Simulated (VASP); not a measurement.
# InGaN (P4/mmm) in VASP: notebook, part 2 of 2

VASP 6.6.1. The steps go on from the part before.

### 3 Relaxation of cell and atoms, PBE

This run uses another cell than the first one, of 20.21 Å³/atom, 1.207 times its volume.

INCAR

```
SYSTEM = InGaN
PREC = Accurate
ENCUT = 600
EDIFF = 1E-7
ISMEAR = 0
SIGMA = 0.1
LREAL = .FALSE.
LASPH = .TRUE.
NELM = 60
ALGO = Normal
ISIF = 3
LWAVE = .FALSE.
LCHARG = .FALSE.
GGA = PE
IBRION = 2
NSW = 90
EDIFFG = -0.04
```

KPOINTS

```
Automatic mesh
0
G
  4 4 6
  0 0 0
```

POSCAR

```
InGaN
1.0
    4.0760187700      0.0000000000      0.0000000000
    0.0000000000      4.0760187700      0.0000000000
    0.0000000000      0.0000000000      3.6488622200
In Ga N
1 1 1
Direct
    0.0000000000      0.0000000000      0.5000000000
    0.5000000000      0.5000000000      0.0000000000
    0.0000000000      0.0000000000      0.0000000000
```

Potentials or basis: VASP PAW PBE potentials, release 64 (In_d, Ga_d, N).

Launch:

```bash
> cat potpaw_PBE.64/In_d/POTCAR potpaw_PBE.64/Ga_d/POTCAR potpaw_PBE.64/N/POTCAR > POTCAR
> mpirun -np 1 vasp_std > vasp.out
```

OUTCAR:

```text
SYSTEM = InGaN
   PREC = Accurate
   ENCUT = 600
   EDIFF = 1E-7
   ISMEAR = 0
   LREAL = .FALSE.
   LASPH = .TRUE.
   NELM = 60
   ISIF = 3
   GGA = PE
   IBRION = 2
   NSW = 90
   EDIFFG = -0.04

 ion  position               nearest neighbor table
   1  0.000  0.000  0.500-   3 1.82   3 1.82   2 3.41   2 3.41   2 3.41   2 3.41   2 3.41   2 3.41
                             2 3.41   2 3.41
   2  0.500  0.500  0.000-   1 3.41   1 3.41   1 3.41   1 3.41   1 3.41   1 3.41   1 3.41   1 3.41

   3  0.000  0.000  0.000-   1 1.82   1 1.82

  LATTYP: Found a simple tetragonal cell.
 ALAT       =     4.0760187700
 C/A-ratio  =     0.8952025066

  Lattice vectors:

 A1 = (   4.0760187700,   0.0000000000,   0.0000000000)
 A2 = (   0.0000000000,   4.0760187700,   0.0000000000)
 A3 = (   0.0000000000,   0.0000000000,   3.6488622200)

Analysis of symmetry for initial positions (statically):
=====================================================================
 Subroutine PRICEL returns:
 Original cell was already a primitive cell.

 Routine SETGRP: Setting up the symmetry group for a
 simple tetragonal supercell.

 Subroutine GETGRP returns: Found 16 space group operations
 (whereof 16 operations were pure point group operations)
 out of a pool of 16 trial point group operations.

The static configuration has the point symmetry D_4h.

Analysis of symmetry for dynamics (positions and initial velocities):
=====================================================================
 Subroutine PRICEL returns:
 Original cell was already a primitive cell.

 Routine SETGRP: Setting up the symmetry group for a
 simple tetragonal supercell.

 Subroutine GETGRP returns: Found 16 space group operations
 (whereof 16 operations were pure point group operations)
 out of a pool of 16 trial point group operations.

The dynamic configuration has the point symmetry D_4h.

 Subroutine INISYM returns: Found 16 space group operations
 (whereof 16 operations are pure point group operations),
 and found     1 'primitive' translations

----------------------------------------------------------------------------------------

                                     Primitive cell

  volume of cell :      60.6219

  direct lattice vectors                    reciprocal lattice vectors
     4.076018770  0.000000000  0.000000000     0.245337437  0.000000000  0.000000000
     0.000000000  4.076018770  0.000000000     0.000000000  0.245337437  0.000000000
     0.000000000  0.000000000  3.648862220     0.000000000  0.000000000  0.274058032

  length of vectors
     4.076018770  4.076018770  3.648862220     0.245337437  0.245337437  0.274058032

  position of ions in fractional coordinates (direct lattice)
     0.000000000  0.000000000  0.500000000
     0.500000000  0.500000000  0.000000000
     0.000000000  0.000000000  0.000000000

  ion indices of the primitive-cell ions
   primitive index   ion index
                 1           1
                 2           2
                 3           3

----------------------------------------------------------------------------------------

 KPOINTS: Automatic mesh

Automatic generation of k-mesh.
 Grid dimensions read from file:
 generate k-points for:    4    4    6

 Generating k-lattice:

  Cartesian coordinates                     Fractional coordinates (reciprocal lattice)
     0.061334359  0.000000000  0.000000000     0.250000000  0.000000000  0.000000000
     0.000000000  0.061334359  0.000000000     0.000000000  0.250000000  0.000000000
     0.000000000  0.000000000  0.045676339     0.000000000  0.000000000  0.166666667

  Length of vectors
     0.061334359  0.061334359  0.045676339

  Shift w.r.t. Gamma in fractional coordinates (k-lattice)
     0.000000000  0.000000000  0.000000000

 Subroutine IBZKPT returns following result:
 ===========================================

 Found     24 irreducible k-points:

 Following reciprocal coordinates:
            Coordinates               Weight
  0.000000  0.000000  0.000000      1.000000
  0.250000  0.000000  0.000000      4.000000
  0.500000  0.000000  0.000000      2.000000
  0.250000  0.250000  0.000000      4.000000
  0.500000  0.250000  0.000000      4.000000
  0.500000  0.500000  0.000000      1.000000
[... 16 lines left out ...]
  0.500000  0.250000  0.500000      4.000000
  0.500000  0.500000  0.500000      1.000000
   k-points           NKPTS =     24   k-points in BZ     NKDIM =     24   number of bands    NBANDS=     19
   number of dos      NEDOS =    301   number of ions     NIONS =      3
   total plane-waves  NPLWV =  38880
   dimension x,y,z NGX =    36 NGY =   36 NGZ =   30
   dimension x,y,z NGXF=    72 NGYF=   72 NGZF=   60
   ions per type =               1   1   1
   NGX,Y,Z   is equivalent  to a cutoff of  14.68, 14.68, 13.67 a.u.
   NGXF,Y,Z  is equivalent  to a cutoff of  29.37, 29.37, 27.34 a.u.
 SYSTEM =  InGaN
   PREC   = accura    normal or accurate (medium, high low for compatibility)
   ISTART =      0    job   : 0-new  1-cont  2-samecut
   ICHARG =      2    charge: 1-file 2-atom 10-const
   ISPIN  =      1    spin polarized calculation?
   LNONCOLLINEAR =      F non collinear calculations
   LSORBIT =      F    spin-orbit coupling
   LASPH  =      T    aspherical Exc in radial PAW
   ENCUT  =  600.0 eV  44.10 Ry    6.64 a.u.   8.14  8.14  7.29*2*pi/ulx,y,z
   NELM   =     60;   NELMIN=  2; NELMDL= -5     # of ELM steps
   EDIFF  = 0.1E-06   stopping-criterion for ELM
   LREAL  =      F    real-space projection
   EDIFFG = -.4E-01   stopping-criterion for IOM
   NSW    =     90    number of steps for IOM
   IBRION =      2    ionic relax: 0-MD 1-quasi-New 2-CG
   NFREE  =      1    steps in history (QN), initial steepest desc. (CG)
   ISIF   =      3    stress and relaxation
   ISYM   =      2    0-nonsym 1-usesym 2-fastsym
   POTIM  = 0.5000    time-step for ionic-motion
   TEBEG  =    0.0;   TEEND  =   0.0 temperature during run
   PSTRESS=    0.0 pullay stress
   NELECT =      31.0000    total number of electrons
   NUPDOWN=      -1.0000    fix difference up-down
   EMIN   =  10.00;   EMAX   =-10.00  energy-range for DOS
   EFERMI =   0.00;   METHOD = LEGACY
   ISMEAR =     0;   SIGMA  =   0.10  broadening in eV -4-tet -1-fermi 0-gaus
   EFERMI_NEDOS =   21; number of points for ismear=-14 and -15
   IALGO  =     38    algorithm
   IMIX   =      4    mixing-type and parameters
     AMIX     =   0.40;   BMIX     =  1.00
     AMIX_MAG =   1.60;   BMIX_MAG =  1.00
  volume/ion in A,a.u.               =      20.21       136.37
  Fermi-wavevector in a.u.,A,eV,Ry     =   1.309138  2.473912 23.318243  1.713843
  Thomas-Fermi vector in A             =   2.439757
   LORBIT       =      0    0 simple, 1 ext, 2 COOP (PROOUT), +10 PAW based schemes
   GGA     = PE    functional components
   LHFCALC =     F    Hartree Fock is set to
   AEXX    =    0.0000 exact exchange contribution
   IVDW    =     0    specifies the selected vdW correction
   LEPSILON=     F    determine dielectric tensor
   LRPA    =     F    only Hartree local field effects (RPA)
 conjugate gradient relaxation of ions
 non-spin polarized calculation
 Gauss-broadening in eV      SIGMA  =   0.10
  energy-cutoff  :      600.00
  volume of cell :       60.62
 maximum number of plane-waves:      2067
 NGX is ok and might be reduce to    36
   NGX = 17   NGY = 17   NGZ = 15

--------------------------------------- Ionic step        1  -------------------------------------------

 number of electron      31.0000001 magnetization

 Free energy of the ion-electron system (eV)
  ---------------------------------------------------
  ext. energy  EPLUGINS =         0.00000000
  ---------------------------------------------------
  free energy    TOTEN  =       -10.47397141 eV

  energy without entropy =      -10.46681468  energy(sigma->0) =      -10.47039304

------------------------ aborting loop because EDIFF is reached ----------------------------------------

  FORCE on cell =-STRESS in cart. coord.  units (eV):
  Direction    XX          YY          ZZ          XY          YZ          ZX
  --------------------------------------------------------------------------------------
  -------------------------------------------------------------------------------------
  Total       -0.1352412     -0.1352412     14.1319878      0.0000000      0.0000000      0.0000000
  in kB       -3.5742910     -3.5742910    373.4943355      0.0000000      0.0000000      0.0000000
  external PRESSURE =     122.1152512 kB  Pullay stress =       0.0000000 kB
[... 1153 lines left out ...]
      6     -10.2435      2.00000
[... 11 lines left out ...]
     18       4.8372      0.00000
     19       9.2646      0.00000

[... ionic steps 4 to 26 ...]

--------------------------------------- Ionic step       27  -------------------------------------------

 number of electron      31.0000009 magnetization

------------------------ aborting loop because EDIFF is reached ----------------------------------------
[... 69 lines left out ...]
--------------------------------------- Ionic step       29  -------------------------------------------

 number of electron      31.0000010 magnetization

 Free energy of the ion-electron system (eV)
  ---------------------------------------------------
  ext. energy  EPLUGINS =         0.00000000
  ---------------------------------------------------
  free energy    TOTEN  =       -12.82814413 eV

  energy without entropy =      -12.82464242  energy(sigma->0) =      -12.82639328

 E-fermi :   7.6518     XC(G=0): -11.1066

 val. band max:        7.5914911929   @ k =   0.5000   0.5000   0.5000
 cond. band min:       7.7128458793   @ k =   0.5000   0.5000   0.3333
 fundamental gap:      0.1213546864
 Fermi energy:         7.6517908934
[... 556 lines left out ...]
  FREE ENERGIE OF THE ION-ELECTRON SYSTEM (eV)
  ---------------------------------------------------
  free  energy   TOTEN  =       -12.8281441342 eV

  energy  without entropy=      -12.8246424189  energy(sigma->0) =      -12.82639328

 reached required accuracy - stopping structural energy minimisation
```

OSZICAR:

```text
N       E                     dE             d eps       ncg     rms          rms(c)
DAV:   1     0.234160469836E+03    0.23416E+03   -0.16855E+04   920   0.265E+03
[... 334 lines left out ...]
DAV:   3    -0.128315573572E+02    0.50301E-01   -0.57079E-02  1256   0.371E+00    0.398E-01
DAV:   4    -0.128281048544E+02    0.34525E-02   -0.14409E-02  1199   0.117E+00    0.163E-01
DAV:   5    -0.128281419244E+02   -0.37070E-04   -0.11930E-03  1141   0.444E-01    0.102E-01
DAV:   6    -0.128281512696E+02   -0.93452E-05   -0.15458E-04  1425   0.209E-01    0.284E-02
DAV:   7    -0.128281436627E+02    0.76069E-05   -0.40818E-05  1246   0.908E-02    0.751E-03
DAV:   8    -0.128281442091E+02   -0.54635E-06   -0.67327E-06  1327   0.451E-02    0.423E-03
DAV:   9    -0.128281441342E+02    0.74889E-07   -0.81517E-07  1180   0.121E-02
  29 F= -.12828144E+02 E0= -.12826393E+02  d E =-.212308E-01
```

It took 13 min on 1 thread of Intel Xeon 6975P-C (Granite Rapids), shared host; peak memory 0.23 GiB.

Results:

| Property | Result |
| --- | --- |
| Free energy | -12.8281 eV |
| Relaxed volume | 16.07 Å³/atom |
| Relaxed cell | a = 2.948 Å, b = 2.948 Å, c = 5.549 Å, α = 90.00°, β = 90.00°, γ = 90.00° |
| Space group after relaxing (to 0.05 Å) | P4/mmm (No. 123) |
| Energy gained by relaxing | 784.7 meV/atom |
| Ionic steps | 29 |
| Pressure after relaxing | 0.3 GPa |

The path:
```tsv
step	energy change (eV)	largest force (eV/Å)	pressure (GPa)	volume (Å³)
1	0.0000	0.0000	12.21	60.62
2	-0.3584	0.0000	-7.24	74.08
3	-0.6159	0.0000	-2.87	67.25
4	-0.6172	0.0000	-2.50	67.01
5	-0.6174	0.0000	-2.30	66.88
6	-0.6794	0.0000	-2.26	64.40
7	-0.8743	0.0000	-0.19	57.18
8	-1.1341	0.0000	16.19	43.80
9	-1.1522	0.0000	9.58	46.99
10	-1.1542	0.0000	12.72	45.33
11	-1.1605	0.0000	13.01	45.16
12	-1.1791	0.0000	13.89	44.66
13	-1.2141	0.0000	15.54	43.65
14	-1.2441	0.0000	20.15	41.64
15	-1.2983	0.0000	19.47	41.68
16	-1.4368	0.0000	17.87	41.79
17	-1.6466	0.0000	16.17	41.94
18	-1.9723	0.0000	15.40	41.99
19	-1.4765	0.0000	31.76	41.16
20	-2.0300	0.0000	17.47	41.88
21	-2.0200	0.0000	18.35	41.81
22	-2.1993	0.0000	11.35	43.74
23	-2.3260	0.0000	-1.88	48.70
24	-2.3329	0.0000	0.12	47.79
25	-2.3329	0.0000	0.36	47.67
26	-2.3396	0.0000	0.35	47.77
27	-2.3522	0.0000	0.36	48.06
28	-2.3409	0.0000	0.29	48.62
29	-2.3542	0.0000	0.29	48.21
```

Final structure:
```
In Ga N
1.0
     2.94772    0.00000    0.00000
     0.00000    2.94772    0.00000
     0.00000    0.00000    5.54878
In Ga N
1 1 1
Direct
  0.00000 0.00000 0.50000
  0.50000 0.50000 0.00000
  0.00000 0.00000 0.00000
```

Caveat: the k points lie up to 0.53 Å⁻¹ apart in the final cell; the volume moved by over 15 % at a fixed basis, so the end points are rough; spin-orbit coupling is left out, which moves the levels of the heavy elements.

### 4 Relaxation of cell and atoms, PBE

This run uses another cell than the first one, of 17.04 Å³/atom, 1.018 times its volume.

INCAR

```
PREC     = Accurate       # precision mode
ENCUT    = 600            # plane-wave cutoff, eV
EDIFF    = 1E-6           # SCF threshold, eV
ISMEAR   = 0              # smearing method
SIGMA    = 0.1            # smearing width, eV
LREAL    = False          # projectors in reciprocal space
LASPH    = True           # aspherical terms in the spheres
NELM     = 60             # most SCF steps
ALGO     = Normal         # electronic algorithm
ISIF     = 3              # what is computed and relaxed
LWAVE    = False          # write WAVECAR
LCHARG   = False          # write CHGCAR
GGA      = PE             # functional
IBRION   = 2              # ionic algorithm
NSW      = 90             # ionic steps
EDIFFG   = -0.04          # ionic threshold
```

KPOINTS

```
regular mesh
0
Gamma
  6 6 4
```

POSCAR

```
InGaN
1.0
    2.9309422588      0.0000000000      0.0000000000
    0.0000000000      2.9309422588      0.0000000000
    0.0000000000      0.0000000000      5.9516524959
In Ga N
1 1 1
Direct
    0.0000000000      0.0000000000      0.5000000000
    0.5000000000      0.5000000000      0.0000000000
    0.0000000000      0.0000000000      0.0000000000
```

Potentials or basis: VASP PAW PBE potentials, release 64 (In_d, Ga_d, N).

Launch:

```bash
> cat potpaw_PBE.64/In_d/POTCAR potpaw_PBE.64/Ga_d/POTCAR potpaw_PBE.64/N/POTCAR > POTCAR
> mpirun -np 1 vasp_std > vasp.out
```

OUTCAR:

```text
PREC = Accurate
   ENCUT = 600
   EDIFF = 1E-6
   ISMEAR = 0
   LREAL = False
   LASPH = True
   NELM = 60
   ISIF = 3
   GGA = PE
   IBRION = 2
   NSW = 90
   EDIFFG = -0.04

 ion  position               nearest neighbor table
   1  0.000  0.000  0.500-
   2  0.500  0.500  0.000-   3 2.07   3 2.07   3 2.07   3 2.07
   3  0.000  0.000  0.000-   2 2.07   2 2.07   2 2.07   2 2.07

  LATTYP: Found a simple tetragonal cell.
 ALAT       =     2.9309422588
 C/A-ratio  =     2.0306276857

  Lattice vectors:

 A1 = (   2.9309422588,   0.0000000000,   0.0000000000)
 A2 = (   0.0000000000,   2.9309422588,   0.0000000000)
[... 401 lines left out ...]

 number of electron      31.0000004 magnetization

 Free energy of the ion-electron system (eV)
  ---------------------------------------------------
  ext. energy  EPLUGINS =         0.00000000
  ---------------------------------------------------
  free energy    TOTEN  =       -12.79014643 eV

  energy without entropy =      -12.78669411  energy(sigma->0) =      -12.78842027

 E-fermi :   7.0003     XC(G=0): -10.8680

 val. band max:        6.9150339403   @ k =   0.3333   0.0000   0.5000
 cond. band min:       7.0227443528   @ k =   0.5000   0.5000   0.5000
 fundamental gap:      0.1077104125
 Fermi energy:         7.0002899487

 k-point     1 :       0.0000    0.0000    0.0000
  band No.  band energies     occupation
      1      -9.6145      2.00000
      2      -8.3357      2.00000
      3      -8.0139      2.00000
      4      -8.0135      2.00000
      5      -7.9436      2.00000
      6      -7.9436      2.00000
[... 505 lines left out ...]
      6      -7.9298      2.00000
[... 11 lines left out ...]
     18      10.7834      0.00000
     19      10.9461      0.00000

 [... further k-points ...]
[... 5 lines left out ...]
  --------------------------------------------------------------------------------------
  -------------------------------------------------------------------------------------
  Total       -0.1159026     -0.1159026     -0.0337561      0.0000000      0.0000000      0.0000000
  in kB       -3.6848494     -3.6848494     -1.0731950      0.0000000      0.0000000      0.0000000
  external PRESSURE =      -2.8142979 kB  Pullay stress =       0.0000000 kB
[... 18 lines left out ...]
  FREE ENERGIE OF THE ION-ELECTRON SYSTEM (eV)
  ---------------------------------------------------
  free  energy   TOTEN  =       -12.7901464307 eV

  energy  without entropy=      -12.7866941113  energy(sigma->0) =      -12.78842027

 reached required accuracy - stopping structural energy minimisation
```

Wall time 2.1 min (1 thread of Intel Xeon 6975P-C (Granite Rapids), shared host); peak memory 0.2 GiB.

Results:

- Free energy: -12.7901 eV
- Relaxed volume: 16.80 Å³/atom
- Relaxed cell: a = 2.970 Å, b = 2.970 Å, c = 5.714 Å, α = 90.00°, β = 90.00°, γ = 90.00°
- Space group after relaxing (to 0.05 Å): P4/mmm (No. 123)
- Energy gained by relaxing: 5.6 meV/atom
- Ionic steps: 7
- Pressure after relaxing: -0.3 GPa

Stress tensor (GPa, compression positive):
```
-0.37  0.00  0.00
 0.00 -0.37  0.00
 0.00  0.00 -0.11
```

Step by step:
| step | energy change (eV) | largest force (eV/Å) | pressure (GPa) | volume (Å³) |
| --- | --- | --- | --- | --- |
| 1 | 0.0000 | 0.0000 | 0.79 | 51.13 |
| 2 | -0.0068 | 0.0000 | -0.80 | 51.74 |
| 3 | -0.0069 | 0.0000 | -0.90 | 51.80 |
| 4 | -0.0119 | 0.0000 | -0.65 | 51.33 |
| 5 | -0.0161 | 0.0000 | -0.37 | 50.69 |
| 6 | -0.0113 | 0.0000 | 0.34 | 49.40 |
| 7 | -0.0167 | 0.0000 | -0.28 | 50.39 |

Final structure:
```xyz
3
Lattice="2.9698 0.0000 0.0000 0.0000 2.9698 0.0000 0.0000 0.0000 5.7139" Properties=species:S:1:pos:R:3 pbc="T T T"
In    0.0000    0.0000    2.8570
Ga    1.4849    1.4849    0.0000
N     0.0000    0.0000    5.7139
```

Levels at points of the mesh, in eV from the Fermi level:
```tsv
k point	band 11	band 12	band 13	band 14	band 15	band 16	band 17	band 18	band 19
(0.00, 0.00, 0.00)	-14.45	-7.88	-5.73	-2.49	-2.49	-0.21	2.11	8.16	8.73
(0.50, 0.00, 0.00)	-14.06	-8.36	-3.83	-3.11	-2.46	-0.87	0.66	4.84	5.46
(0.50, 0.50, 0.00)	-11.59	-6.08	-6.08	-2.16	-2.12	0.45	0.45	0.78	3.54
(0.00, 0.00, 0.50)	-14.46	-8.94	-2.60	-2.47	-2.47	-2.15	2.20	5.40	8.53
(0.50, 0.00, 0.50)	-14.41	-8.18	-4.96	-3.55	-0.86	-0.55	2.18	3.78	3.95
(0.50, 0.50, 0.50)	-11.63	-5.99	-5.99	-2.46	-2.10	0.02	0.02	2.22	2.47
```

Caveat: spin-orbit coupling is left out, which moves the levels of the heavy elements.

### 5 Overview

```csv
task,cell,k mesh,cutoff (eV),gap on the mesh (eV),pressure (GPa),relaxed volume (Å³/atom)
single point,"a = 2.960, b = 2.960, c = 5.731 Å, 3 atoms",6 × 6 × 4,520,none,0.3,-
relaxation of cell and atoms,"relaxed from a = 4.076, b = 4.076, c = 3.649 Å, 3 atoms",4 × 4 × 6,600,none,0.3,16.07
relaxation of cell and atoms,"relaxed from a = 2.931, b = 2.931, c = 5.952 Å, 3 atoms",6 × 6 × 4,600,none,-0.3,16.80
```

Alike in all rows: level PBE; potentials or basis VASP PAW PBE potentials, release 64 (In_d, Ga_d, N); no spin polarisation; smearing gaussian 0.1 eV.

Caveats: some runs use coarse meshes; spin-orbit coupling is left out, which moves the levels of the heavy elements; the volume moved by over 15 % at a fixed basis, so the end points are rough (some runs).

Total energies depend on the potentials used, so only differences within one code and one set of settings carry meaning.
